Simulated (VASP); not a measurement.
Runs of VASP 6.6.1 on Hg. The structure is that of space group Im-3m (No. 229), or close to it. The cells are those of the table. 

```csv
task,cell,cutoff (eV),gap on the mesh (eV),pressure (GPa)
single point,"a = 3.143 Å, angles 109.5°, 1 atom",520,none,0.4
single point,"a = 2.665 Å, angles 109.5°, 1 atom",500,none,100.9
relaxation of cell and atoms,"relaxed to 96 GPa from a = 2.665 Å, angles 109.5°, 1 atom",600,none,96.0
single point,"a = 2.665 Å, angles 109.5°, 1 atom",520,none,(a)
```

Alike in all rows: level PBEsol; potentials or basis VASP PAW PBE potentials, release 64 (Hg); no spin polarisation; k mesh 17 × 17 × 17; smearing fermi-dirac 0.08 eV.

Problem. Fill in the values left out.

Solution. (a) 101.1.

Caveats: the PAW data sets were made with another functional, which shifts forces and pressure a little; spin-orbit coupling is left out, which moves the levels of the heavy elements; the cell stands under pressure (at least some runs); the cell is relaxed towards a set pressure, so the run minimises the enthalpy, not the energy (at least some runs).

A k mesh can miss the band edges, and the runs leave out spin-orbit coupling on Hg.

A gap of «none» marks levels without a gap at the run's occupations.
